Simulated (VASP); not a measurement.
A run of VASP 6.6.1 is set up as follows.

File POSCAR:

```
NaCl
1.0
    0.0000000000      2.8100000000      2.8100000000
    2.8100000000      0.0000000000      2.8100000000
    2.8100000000      2.8100000000      0.0000000000
Na Cl
1 1
Direct
    0.0000000000      0.0000000000      0.0000000000
    0.5000000000      0.5000000000      0.5000000000
```

File INCAR.step1:

```
PREC = Accurate
ENCUT = 600
EDIFF = 1E-5
ISMEAR = 0
SIGMA = 0.02
LREAL = False
LASPH = True
NELM = 60
ALGO = Normal
LWAVE = True
LCHARG = False
GGA = PE
NBANDS = 14
```

File INCAR.step2:

```
PREC = Accurate
ENCUT = 600
EDIFF = 1E-6
ISMEAR = 0
SIGMA = 0.02
LREAL = False
LASPH = True
NELM = 60
ALGO = Normal
ISIF = 3
LWAVE = False
LCHARG = False
GGA = PE
LHFCALC = True
HFSCREEN = 0.2079
PRECFOCK = Normal
IBRION = 2
NSW = 100
EDIFFG = -0.005
ISTART = 1
```

The input KPOINTS:

```
regular mesh
0
Gamma
  4 4 4
```

Potentials or basis: VASP PAW PBE potentials, release 64 (Na_pv, Cl).

Command:

```sh
$ cat potpaw_PBE.64/Na_pv/POTCAR potpaw_PBE.64/Cl/POTCAR > POTCAR
$ cp INCAR.step1 INCAR
$ mpirun -np 1 vasp_std > vasp.out
$ cp INCAR.step2 INCAR
$ mpirun -np 1 vasp_std > vasp.out
```

(1) What does it give for the relaxed volume?

(2) Estimate the band gap on the k mesh.

(3) Estimate the relaxed cell.

(4) Predict the space group after relaxing (to 0.1 Å).

Results:

(1) 22.65 Å³/atom.

(2) 6.43 eV.

(3) a = 4.001 Å, b = 4.001 Å, c = 4.001 Å, α = 60.00°, β = 60.00°, γ = 60.00°.

(4) Fm-3m (No. 225).

Caveat: the k points lie up to 0.48 Å⁻¹ apart in the final cell; the PAW data sets were made with another functional, which shifts forces and pressure a little.
